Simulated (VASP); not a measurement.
# BP (F-43m) in VASP: a series of runs

The runs below take BP through single point, with r2SCAN.

Everything below comes from runs of VASP 6.6.1. Logs are shortened: lines on timing, memory, paths and dates and some standing lists are left out, and cuts for length are marked.

## Step 1: The cell of the first run

The structure is cubic, space group F-43m (No. 216). Conventional cell: a = 4.537 Å, b = 4.537 Å, c = 4.537 Å, α = 90.00°, β = 90.00°, γ = 90.00°. Within 2.6 Å of B (site symmetry -43m) lie 4 P at 1.96 Å. Within 2.6 Å of P (site symmetry -43m) lie 4 B at 1.96 Å.

## Step 2: Single point, r2SCAN

The input, POSCAR:

```
BP
1.0
    0.0000000000      2.2682668145      2.2682668145
    2.2682668145      0.0000000000      2.2682668145
    2.2682668145      2.2682668145      0.0000000000
B P
1 1
Direct
    0.0000000000      0.0000000000      0.0000000000
    0.7500000000      0.7500000000      0.7500000000
```

The input, INCAR.step1:

```
SYSTEM = BP
PREC     = Accurate       ! precision mode
ENCUT    = 520            ! plane-wave cutoff, eV
ISMEAR   = 0              ! smearing method
SIGMA    = 0.05           ! smearing width, eV
LREAL    = .FALSE.        ! projectors in reciprocal space
LASPH    = .TRUE.         ! aspherical terms in the spheres
NELM     = 60             ! most SCF steps
NBANDS   = 11             ! bands
GGA      = PE             ! functional
ALGO     = Normal         ! electronic algorithm
EDIFF    = 1E-4           ! SCF threshold, eV
LWAVE    = .TRUE.         ! write WAVECAR
LCHARG   = .FALSE.        ! write CHGCAR
```

The input, INCAR.step2:

```
SYSTEM = BP
PREC     = Accurate       ! precision mode
ENCUT    = 520            ! plane-wave cutoff, eV
EDIFF    = 1E-7           ! SCF threshold, eV
ISMEAR   = 0              ! smearing method
SIGMA    = 0.05           ! smearing width, eV
LREAL    = .FALSE.        ! projectors in reciprocal space
LASPH    = .TRUE.         ! aspherical terms in the spheres
NELM     = 60             ! most SCF steps
ALGO     = Normal         ! electronic algorithm
ISIF     = 2              ! what is computed and relaxed
LWAVE    = .FALSE.        ! write WAVECAR
LCHARG   = .FALSE.        ! write CHGCAR
METAGGA  = R2SCAN         ! meta-GGA
LMIXTAU  = .TRUE.       
NBANDS   = 11             ! bands
ISTART   = 1
```

The input, KPOINTS:

```
regular mesh
0
G
  10 10 10
  0 0 0
```

Potentials or basis: VASP PAW PBE potentials, release 64 (B, P).

Started as:

```sh
cat potpaw_PBE.64/B/POTCAR potpaw_PBE.64/P/POTCAR > POTCAR
cp INCAR.step1 INCAR
mpirun -np 1 vasp_std > vasp.out
cp INCAR.step2 INCAR
mpirun -np 1 vasp_std > vasp.out
```

OUTCAR:

```text
SYSTEM = BP
   PREC = Accurate
   ENCUT = 520
   EDIFF = 1E-7
   ISMEAR = 0
   LREAL = .FALSE.
   LASPH = .TRUE.
   NELM = 60
   ISIF = 2
   METAGGA = R2SCAN
   ISTART = 1

 ion  position               nearest neighbor table
   1  0.000  0.000  0.000-   2 1.96   2 1.96   2 1.96   2 1.96
   2  0.750  0.750  0.750-   1 1.96   1 1.96   1 1.96   1 1.96

  LATTYP: Found a face centered cubic cell.
 ALAT       =     4.5365336290

  Lattice vectors:

 A1 = (   0.0000000000,   2.2682668145,   2.2682668145)
 A2 = (   2.2682668145,   0.0000000000,   2.2682668145)
 A3 = (   2.2682668145,   2.2682668145,   0.0000000000)

Analysis of symmetry for initial positions (statically):
=====================================================================
 Subroutine PRICEL returns:
 Original cell was already a primitive cell.

 Routine SETGRP: Setting up the symmetry group for a
 face centered cubic supercell.

 Subroutine GETGRP returns: Found 24 space group operations
 (whereof 24 operations were pure point group operations)
 out of a pool of 48 trial point group operations.

The static configuration has the point symmetry T_d .

Analysis of symmetry for dynamics (positions and initial velocities):
=====================================================================
 Subroutine PRICEL returns:
 Original cell was already a primitive cell.

 Routine SETGRP: Setting up the symmetry group for a
 face centered cubic supercell.

 Subroutine GETGRP returns: Found 24 space group operations
 (whereof 24 operations were pure point group operations)
 out of a pool of 48 trial point group operations.

The dynamic configuration has the point symmetry T_d .

 Subroutine INISYM returns: Found 24 space group operations
 (whereof 24 operations are pure point group operations),
 and found     1 'primitive' translations

----------------------------------------------------------------------------------------

                                     Primitive cell

  volume of cell :      23.3406

  direct lattice vectors                    reciprocal lattice vectors
     0.000000000  2.268266815  2.268266815    -0.220432621  0.220432621  0.220432621
     2.268266815  0.000000000  2.268266815     0.220432621 -0.220432621  0.220432621
     2.268266815  2.268266815  0.000000000     0.220432621  0.220432621 -0.220432621

  length of vectors
     3.207813692  3.207813692  3.207813692     0.381800500  0.381800500  0.381800500

  position of ions in fractional coordinates (direct lattice)
     0.000000000  0.000000000  0.000000000
     0.750000000  0.750000000  0.750000000
[... 81 lines left out ...]
   IBRION =     -1    ionic relax: 0-MD 1-quasi-New 2-CG
   NFREE  =      0    steps in history (QN), initial steepest desc. (CG)
   ISIF   =      2    stress and relaxation
   ISYM   =      2    0-nonsym 1-usesym 2-fastsym
   POTIM  = 0.5000    time-step for ionic-motion
   TEBEG  =    0.0;   TEEND  =   0.0 temperature during run
   PSTRESS=    0.0 pullay stress
   NELECT =       8.0000    total number of electrons
   NUPDOWN=      -1.0000    fix difference up-down
   EMIN   =  10.00;   EMAX   =-10.00  energy-range for DOS
   EFERMI =   0.00;   METHOD = LEGACY
   ISMEAR =     0;   SIGMA  =   0.05  broadening in eV -4-tet -1-fermi 0-gaus
   EFERMI_NEDOS =   21; number of points for ismear=-14 and -15
   IALGO  =     38    algorithm
   IMIX   =      4    mixing-type and parameters
     AMIX     =   0.40;   BMIX     =  1.00
     AMIX_MAG =   1.60;   BMIX_MAG =  1.00
  volume/ion in A,a.u.               =      11.67        78.76
  Fermi-wavevector in a.u.,A,eV,Ry     =   1.145691  2.165041 17.859102  1.312607
  Thomas-Fermi vector in A             =   2.282378
   LORBIT       =      0    0 simple, 1 ext, 2 COOP (PROOUT), +10 PAW based schemes
   METAGGA = R2SCAN    functional components
   LHFCALC =     F    Hartree Fock is set to
   AEXX    =    0.0000 exact exchange contribution
   IVDW    =     0    specifies the selected vdW correction
   LEPSILON=     F    determine dielectric tensor
   LRPA    =     F    only Hartree local field effects (RPA)
 non-spin polarized calculation
 Gauss-broadening in eV      SIGMA  =   0.05
  energy-cutoff  :      520.00
  volume of cell :       23.34
 maximum number of plane-waves:       637
   NGX = 11   NGY = 11   NGZ = 11

 number of electron       8.0000000 magnetization

 Free energy of the ion-electron system (eV)
  ---------------------------------------------------
  ext. energy  EPLUGINS =         0.00000000
  ---------------------------------------------------
  free energy    TOTEN  =       -17.31131383 eV

  energy without entropy =      -17.31131383  energy(sigma->0) =      -17.31131383

 E-fermi :   7.6533     XC(G=0): -11.5052

 val. band max:        7.4005423418   @ k =   0.0000   0.0000   0.0000
 cond. band min:       8.8458411697   @ k =   0.4000   0.4000   0.0000
 fundamental gap:      1.4452988279
 Fermi energy:         7.6532892906

 k-point     1 :       0.0000    0.0000    0.0000
  band No.  band energies     occupation
      1      -8.8678      2.00000
      2       7.4005      2.00000
      3       7.4005      2.00000
      4       7.4005      2.00000
      5      11.0423      0.00000
      6      11.0423      0.00000
      7      11.0423      0.00000
      8      15.4265      0.00000
      9      19.8126      0.00000
     10      20.0501      0.00000
     11      20.0501      0.00000
[... 309 lines left out ...]
 k-point    24 :       0.4000    0.3000    0.0000
  band No.  band energies     occupation
      1      -5.7691      2.00000
      2       0.8758      2.00000
      3       3.1398      2.00000
      4       3.6850      2.00000
      5       9.4411      0.00000
      6      11.3495      0.00000
      7      17.5578      0.00000
      8      17.5658      0.00000
      9      22.4532      0.00000
     10      23.4360      0.00000
     11      25.5607      0.00000

 [... further k-points ...]
[... 5 lines left out ...]
  --------------------------------------------------------------------------------------
  -------------------------------------------------------------------------------------
  Total       -0.0736114     -0.0736114     -0.0736114     -0.0000000      0.0000000      0.0000000
  in kB       -5.0529322     -5.0529322     -5.0529322     -0.0000000      0.0000000      0.0000000
  external PRESSURE =      -5.0529322 kB  Pullay stress =       0.0000000 kB

 VOLUME and BASIS-vectors are now :
 -----------------------------------------------------------------------------
  energy-cutoff  :      520.00
  volume of cell :       23.34
      direct lattice vectors                 reciprocal lattice vectors
     0.000000000  2.268266815  2.268266815    -0.220432621  0.220432621  0.220432621
     2.268266815  0.000000000  2.268266815     0.220432621 -0.220432621  0.220432621
     2.268266815  2.268266815  0.000000000     0.220432621  0.220432621 -0.220432621

 POSITION                                       TOTAL-FORCE (eV/Angst)
 -----------------------------------------------------------------------------------
      0.00000      0.00000      0.00000         0.000000      0.000000      0.000000
      3.40240      3.40240      3.40240        -0.000000     -0.000000     -0.000000
 -----------------------------------------------------------------------------------
    total drift:                               -0.000000     -0.000000     -0.000000

  FREE ENERGIE OF THE ION-ELECTRON SYSTEM (eV)
  ---------------------------------------------------
  free  energy   TOTEN  =       -17.3113138331 eV

  energy  without entropy=      -17.3113138331  energy(sigma->0) =      -17.31131383
```

OSZICAR.step1:

```text
N       E                     dE             d eps       ncg     rms          rms(c)
DAV:   1     0.108960182644E+02    0.10896E+02   -0.40866E+03  1034   0.667E+02
DAV:   2    -0.129737011256E+02   -0.23870E+02   -0.22956E+02  1349   0.112E+02
DAV:   3    -0.136370771046E+02   -0.66338E+00   -0.66151E+00  1300   0.164E+01
DAV:   4    -0.136399159824E+02   -0.28389E-02   -0.28387E-02  1170   0.123E+00
DAV:   5    -0.136399306399E+02   -0.14658E-04   -0.14657E-04  1317   0.900E-02    0.722E+00
DAV:   6    -0.130287398149E+02    0.61119E+00   -0.13933E+00  1178   0.511E+00    0.389E+00
DAV:   7    -0.129376257216E+02    0.91114E-01   -0.23411E-01  1271   0.241E+00    0.133E+00
DAV:   8    -0.129297941300E+02    0.78316E-02   -0.26684E-02  1224   0.934E-01    0.193E-01
DAV:   9    -0.129301167364E+02   -0.32261E-03   -0.71591E-04  1198   0.181E-01    0.123E-01
DAV:  10    -0.129303134238E+02   -0.19669E-03   -0.24751E-04  1157   0.988E-02    0.283E-02
DAV:  11    -0.129303240574E+02   -0.10634E-04   -0.11105E-05   601   0.224E-02
   1 F= -.12930324E+02 E0= -.12930324E+02  d E =-.143295E-15
```

Wall time 51 s (1 thread of AMD EPYC 7R43 (Zen 3), shared host); peak memory 0.11 GiB.

Results:

```
Free energy            : -17.3113 eV
Pressure               : -0.5 GPa
Band gap on the k mesh : 1.45 eV, indirect (least direct gap 3.64 eV)
```

Levels at points of the mesh, in eV from the valence-band top:
```tsv
k point	band 1	band 2	band 3	band 4	band 5	band 6	band 7	band 8
(0.00, 0.00, 0.00)	-16.27	0.00	0.00	0.00	3.64	3.64	3.64	8.03
(0.50, 0.00, 0.00)	-12.77	-9.51	-1.87	-1.87	4.14	5.03	5.03	10.92
(0.50, 0.50, 0.00)	-11.10	-9.13	-4.35	-4.35	1.54	1.91	13.07	13.07
```

Caveat: the PAW data sets were made with another functional, which shifts forces and pressure a little. A k mesh can miss the band edges.

## Step 3: Single point, r2SCAN

This run uses another cell than the first one, of 12.37 Å³/atom, 1.060 times its volume.

The input, POSCAR:

```
BP
1.0
    0.0000000000      2.3127539180      2.3127539180
    2.3127539180      0.0000000000      2.3127539180
    2.3127539180      2.3127539180      0.0000000000
B P
1 1
Direct
    0.0000000000      0.0000000000      0.0000000000
    0.2500000000      0.2500000000      0.2500000000
```

The input, INCAR.step1:

```
SYSTEM = BP
PREC = Accurate
ENCUT = 550
ISMEAR = 1
SIGMA = 0.02
LREAL = .FALSE.
LASPH = .TRUE.
NELM = 120
NBANDS = 11
GGA = PE
ALGO = Normal
EDIFF = 1E-5
LWAVE = .TRUE.
LCHARG = .FALSE.
GGA_COMPAT = .FALSE.
```

The input, INCAR.step2:

```
SYSTEM = BP
PREC = Accurate
ENCUT = 550
EDIFF = 1E-6
ISMEAR = 1
SIGMA = 0.02
LREAL = .FALSE.
LASPH = .TRUE.
NELM = 120
ALGO = Normal
ISIF = 2
LWAVE = .FALSE.
LCHARG = .TRUE.
METAGGA = R2SCAN
LMIXTAU = .TRUE.
LELF = .TRUE.
LVHAR = .TRUE.
NBANDS = 11
ISTART = 1
GGA_COMPAT = .FALSE.
```

KPOINTS is that of step 2.

Potentials or basis: VASP PAW PBE potentials, release 64 (B, P).

Started as:

```sh
cat potpaw_PBE.64/B/POTCAR potpaw_PBE.64/P/POTCAR > POTCAR
cp INCAR.step1 INCAR
mpirun -np 1 vasp_std > vasp.out
cp INCAR.step2 INCAR
mpirun -np 1 vasp_std > vasp.out
```

OUTCAR:

```text
SYSTEM = BP
   PREC = Accurate
   ENCUT = 550
   EDIFF = 1E-6
   ISMEAR = 1
   LREAL = .FALSE.
   LASPH = .TRUE.
   NELM = 120
   ISIF = 2
   METAGGA = R2SCAN
   ISTART = 1

 ion  position               nearest neighbor table
   1  0.000  0.000  0.000-   2 2.00   2 2.00   2 2.00   2 2.00
   2  0.250  0.250  0.250-   1 2.00   1 2.00   1 2.00   1 2.00

  LATTYP: Found a face centered cubic cell.
 ALAT       =     4.6255078360

  Lattice vectors:

 A1 = (   0.0000000000,   2.3127539180,   2.3127539180)
 A2 = (   2.3127539180,   0.0000000000,   2.3127539180)
 A3 = (   2.3127539180,   2.3127539180,   0.0000000000)
[... 514 lines left out ...]
      8      16.4992      0.00000
      9      21.0546      0.00000
     10      22.4220      0.00000
     11      24.0277      0.00000

 [... further k-points ...]
[... 5 lines left out ...]
  --------------------------------------------------------------------------------------
  -------------------------------------------------------------------------------------
  Total       -1.4362200     -1.4362200     -1.4362200     -0.0000000      0.0000000      0.0000000
  in kB      -93.0064941    -93.0064941    -93.0064941     -0.0000000      0.0000000      0.0000000
  external PRESSURE =     -93.0064941 kB  Pullay stress =       0.0000000 kB

 VOLUME and BASIS-vectors are now :
 -----------------------------------------------------------------------------
  energy-cutoff  :      550.00
  volume of cell :       24.74
      direct lattice vectors                 reciprocal lattice vectors
     0.000000000  2.312753918  2.312753918    -0.216192478  0.216192478  0.216192478
     2.312753918  0.000000000  2.312753918     0.216192478 -0.216192478  0.216192478
     2.312753918  2.312753918  0.000000000     0.216192478  0.216192478 -0.216192478

 POSITION                                       TOTAL-FORCE (eV/Angst)
 -----------------------------------------------------------------------------------
      0.00000      0.00000      0.00000        -0.000000     -0.000000     -0.000000
      1.15638      1.15638      1.15638         0.000000      0.000000      0.000000
 -----------------------------------------------------------------------------------
    total drift:                               -0.000000     -0.000000     -0.000000

  FREE ENERGIE OF THE ION-ELECTRON SYSTEM (eV)
  ---------------------------------------------------
  free  energy   TOTEN  =       -17.2685864501 eV

  energy  without entropy=      -17.2685899288  energy(sigma->0) =      -17.26858761
```

OUTCAR.step1:

```text
SYSTEM = BP
   PREC = Accurate
   ENCUT = 550
   ISMEAR = 1
   LREAL = .FALSE.
   LASPH = .TRUE.
[... 558 lines left out ...]
      0.00000      0.00000      0.00000        -0.000000     -0.000000     -0.000000
      1.15638      1.15638      1.15638         0.000000      0.000000      0.000000
 -----------------------------------------------------------------------------------
    total drift:                               -0.000000     -0.000000     -0.000000

  FREE ENERGIE OF THE ION-ELECTRON SYSTEM (eV)
  ---------------------------------------------------
  free  energy   TOTEN  =       -12.9011516030 eV

  energy  without entropy=      -12.9011550818  energy(sigma->0) =      -12.90115276
```

OSZICAR.step1:

```text
N       E                     dE             d eps       ncg     rms          rms(c)
DAV:   1     0.107254516925E+02    0.10725E+02   -0.41617E+03  1034   0.693E+02
DAV:   2    -0.127504253193E+02   -0.23476E+02   -0.22445E+02  1391   0.113E+02
DAV:   3    -0.134898429498E+02   -0.73942E+00   -0.73767E+00  1306   0.172E+01
DAV:   4    -0.134928545545E+02   -0.30116E-02   -0.30113E-02  1188   0.131E+00
DAV:   5    -0.134928717228E+02   -0.17168E-04   -0.17168E-04  1277   0.989E-02    0.663E+00
DAV:   6    -0.129821432900E+02    0.51073E+00   -0.12328E+00  1157   0.464E+00    0.358E+00
DAV:   7    -0.129077339224E+02    0.74409E-01   -0.18185E-01  1274   0.213E+00    0.126E+00
DAV:   8    -0.129006040469E+02    0.71299E-02   -0.24296E-02  1212   0.877E-01    0.172E-01
DAV:   9    -0.129009404149E+02   -0.33637E-03   -0.72623E-04  1213   0.176E-01    0.101E-01
DAV:  10    -0.129011397546E+02   -0.19934E-03   -0.25073E-04  1146   0.990E-02    0.265E-02
DAV:  11    -0.129011504888E+02   -0.10734E-04   -0.11047E-05  1280   0.222E-02    0.283E-02
DAV:  12    -0.129011516030E+02   -0.11142E-05   -0.41645E-06   601   0.103E-02
   1 F= -.12901152E+02 E0= -.12901153E+02  d E =0.347874E-05
```

Run time: 54 s. Hardware: 1 thread of Intel Xeon Platinum 8488C (Sapphire Rapids), shared host; peak memory 0.16 GiB.

What came out:

```yaml
Free_energy: -17.2686 eV
Pressure: -9.3 GPa
Band_gap_on_the_k_mesh: 1.52 eV, indirect (least direct gap 3.56 eV)
```

Levels at points of the mesh, in eV from the valence-band top:
```
           k point  band 1  band 2  band 3  band 4  band 5  band 6  band 7  band 8  band 9
(0.00, 0.00, 0.00)  -15.74    0.00    0.00    0.00    3.56    3.56    3.56    7.11   11.98
(0.50, 0.00, 0.00)  -12.47   -9.08   -1.79   -1.79    3.78    4.99    4.99   10.70   15.11
(0.50, 0.50, 0.00)  -10.89   -8.82   -4.13   -4.13    1.65    1.96   12.50   12.50   15.68
```

Caveat: the PAW data sets were made with another functional, which shifts forces and pressure a little.
